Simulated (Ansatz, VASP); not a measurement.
**ZnS: VASP beside Ansatz**

Contents of INCAR:

```
ALGO     = Normal         # electronic algorithm
EDIFF    = 1E-7           # SCF threshold, eV
ENCUT    = 520            # plane-wave cutoff, eV
GGA      = PE             # functional
ISIF     = 2              # what is computed and relaxed
ISMEAR   = -1             # smearing method
LASPH    = T              # aspherical terms in the spheres
LCHARG   = F              # write CHGCAR
LREAL    = F              # projectors in reciprocal space
LWAVE    = F              # write WAVECAR
NBANDS   = 26             # bands
NELM     = 100            # most SCF steps
PREC     = Accurate       # precision mode
SIGMA    = 0.02           # smearing width, eV
```

KPOINTS

```
k-points
0
Gamma
  12 12 4
```

The input POSCAR:

```
ZnS
1.0
    3.6939511412      0.0000000000      0.0000000000
   -1.8469755706      3.1990555286      0.0000000000
    0.0000000000      0.0000000000      6.0610441024
Zn S
2 2
Direct
    0.3333333333      0.6666666667      0.0006237403
    0.6666666667      0.3333333333      0.5006237403
    0.3333333333      0.6666666667      0.3743762597
    0.6666666667      0.3333333333      0.8743762597
```

Input for Ansatz:

```yaml
crystal:
  lattice:
    - [3.6939511412, 0.0, 0.0]
    - [-1.8469755706, 3.1990555286, 0.0]
    - [0.0, 0.0, 6.0610441024]
  atoms:
    - { symbol: Zn, position: [0.3333333333, 0.6666666667, 0.0006237403] }
    - { symbol: Zn, position: [0.6666666667, 0.3333333333, 0.5006237403] }
    - { symbol: S, position: [0.3333333333, 0.6666666667, 0.3743762597] }
    - { symbol: S, position: [0.6666666667, 0.3333333333, 0.8743762597] }
kpoints:
  mp_grid: { grid: [12, 12, 4] }
  band_path:
    path:
      - [0.0, 0.0, 0.0]
      - [0.5, 0.0, 0.0]
      - [0.3333333333, 0.3333333333, 0.0]
      - [0.0, 0.0, 0.5]
      - [0.5, 0.0, 0.5]
      - [0.3333333333, 0.3333333333, 0.5]
    npoints: 1
hamiltonian:
  xc: pbe
scf:
  occupations: { method: fermi_dirac, width: 0.02 }
  n_extra_bands: 5
output:
  forces: true
  stress: true
  eigenvalues: true
  write_density: true
  write_potential: true
  elf: true
  volumetric_format: npy
```

Change from the starting cell: hydrostatic strain -2.9%.

Alike in both runs: task single point; functional PBE; k mesh 12 × 12 × 4; occupations fermi-dirac, width 0.02 eV; no spin polarisation.

|  | VASP | Ansatz |
| --- | --- | --- |
| version | VASP 6.6.1 | Ansatz 0.2.0 |
| potentials or method | VASP PAW PBE potentials, release 64 (Zn, S) | plane waves, PAW |
| plane-wave cutoff (eV) | 520 | 420 |
| valence electrons in the cell | 36 | 36 |

Ansatz gave:

* gap on the k mesh at the Fermi level (eV): 2.62
* pressure (GPa): 10.8
* traceless stress, the component that is largest in VASP (GPa): 0.29

Problem. Which values does VASP return?

Solution. gap on the k mesh at the Fermi level (eV): 2.63; pressure (GPa): 11.0; traceless stress, the component that is largest in VASP (GPa): 0.29.
